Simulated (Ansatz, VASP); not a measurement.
**MgI2 in VASP and in Ansatz**

File INCAR:

```
ALGO     = Normal         # electronic algorithm
EDIFF    = 1E-7           # SCF threshold, eV
ENCUT    = 520            # plane-wave cutoff, eV
GGA      = PS             # functional
ISIF     = 2              # what is computed and relaxed
ISMEAR   = -1             # smearing method
LASPH    = True           # aspherical terms in the spheres
LCHARG   = False          # write CHGCAR
LREAL    = False          # projectors in reciprocal space
LWAVE    = False          # write WAVECAR
NBANDS   = 15             # bands
NELM     = 100            # most SCF steps
PREC     = Accurate       # precision mode
SIGMA    = 0.03           # smearing width, eV
```

The input KPOINTS:

```
k-points
0
Gamma
  7 7 4
```

File POSCAR:

```
MgI2
1.0
    4.1537001214     -0.0415370012     -0.0415370012
   -2.1128221589      3.6179783254     -0.0152035976
   -0.0686200000     -0.0686200000      6.8620000000
Mg I
1 2
Direct
    0.0000000000      0.0000000000      0.0000000000
    0.3333333333      0.6666666667      0.7576300000
    0.6666666667      0.3333333333      0.2423700000
```

Input for Ansatz:

```yaml
crystal:
  lattice:
    - [4.1537001214, -0.0415370012, -0.0415370012]
    - [-2.1128221589, 3.6179783254, -0.0152035976]
    - [-0.06862, -0.06862, 6.862]
  atoms:
    - { symbol: Mg, position: [0.0, 0.0, 0.0] }
    - { symbol: I, position: [0.3333333333, 0.6666666667, 0.75763] }
    - { symbol: I, position: [0.6666666667, 0.3333333333, 0.24237] }
kpoints:
  mp_grid: { grid: [7, 7, 4] }
  band_path:
    path:
      - [0.0, 0.0, 0.0]
      - [0.0, 0.0, 0.5]
      - [-0.5, 0.5, 0.0]
      - [0.0, 0.0, 0.0]
      - [0.0, -0.5, 0.0]
      - [-0.5, 0.0, 0.5]
      - [0.0, 0.0, 0.0]
      - [-0.5, 0.0, 0.0]
      - [0.0, -0.5, 0.5]
    npoints: 5
scf:
  occupations: { method: fermi_dirac, width: 0.03 }
hamiltonian:
  xc: pbesol
  pseudopotentials: { kind: all_electron, lapw: { basis_error: 0.001 } }
output:
  forces: true
  stress: true
  eigenvalues: true
```

Change from the starting cell: equal xy, yz and zx shear strains of -2 %.

Alike in both runs: task single point; functional PBEsol; k mesh 7 × 7 × 4; occupations fermi-dirac, width 0.03 eV; no spin polarisation.

|  | VASP | Ansatz |
| --- | --- | --- |
| version | VASP 6.6.1 | Ansatz 0.2.0 |
| potentials or method | VASP PAW PBE potentials, release 64 (Mg, I), cutoff 520 eV | all-electron LAPW, scalar-relativistic |

|  | VASP | Ansatz | Ansatz less VASP |
| --- | --- | --- | --- |
| gap on the k mesh at the Fermi level (eV) | 3.43 | 3.44 | +0.015 |
| pressure (GPa) | -0.1 | -0.1 | +0.02 |
| traceless stress, the component that is largest in VASP (GPa) | 0.39 | 0.39 | 0.000 |
| rms of the force components (eV/Å) | 0.043 | 0.042 | -0.0005 |

VASP's potentials were made for PBE, not for PBEsol. Atom by atom the forces differ by 0.001 eV/Å (rms over components). Ansatz ran all-electron here, and VASP with PAW potentials.

Spin-orbit coupling is off throughout.
